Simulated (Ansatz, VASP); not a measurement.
## MgO: VASP beside Ansatz

```
Mg O
1.0
     3.25534    0.00000    0.00000
    -1.62767    2.81920    0.00000
     0.00000    0.00000   10.41495
Mg O
4 4
Direct
  0.33333 0.66667 0.96960
  0.00000 0.00000 0.22095
  0.00000 0.00000 0.72095
  0.66667 0.33333 0.46960
  0.33333 0.66667 0.77992
  0.00000 0.00000 0.54202
  0.00000 0.00000 0.02954
  0.66667 0.33333 0.27992
```

Alike in both runs: task single point; functional PBEsol; k mesh 9 × 9 × 4; occupations gaussian, width 0.05 eV; no spin polarisation.

```csv
,VASP,Ansatz
version,VASP 6.6.1,Ansatz 0.2.0
potentials or method,"VASP PAW PBE potentials, release 64 (Mg, O), cutoff 520 eV","scalar-relativistic, plane waves, PAW"
valence electrons in the cell,32,64
```

VASP gave:

- gap on the k mesh at the Fermi level (eV): 3.22
- least direct gap on the mesh (eV): 3.22
- pressure (GPa): 0.2
- traceless stress, the component that is largest in VASP (GPa): 2.46
- rms of the force components (eV/Å): 0.562

Q: Which values does Ansatz return?

A: gap on the k mesh at the Fermi level (eV): 3.23; least direct gap on the mesh (eV): 3.23; pressure (GPa): 0.4; traceless stress, the component that is largest in VASP (GPa): 2.40; rms of the force components (eV/Å): 0.553.

VASP's potentials were made for PBE, not for PBEsol, and Ansatz warns of the same on its side. Atom by atom the forces differ by 0.009 eV/Å (rms over components). The functional is the same, so the differences come from potentials, cutoffs and numerics. VASP's potentials hold 32 valence electrons a cell and Ansatz's 64, so a difference there can come from the potentials and not from the codes.
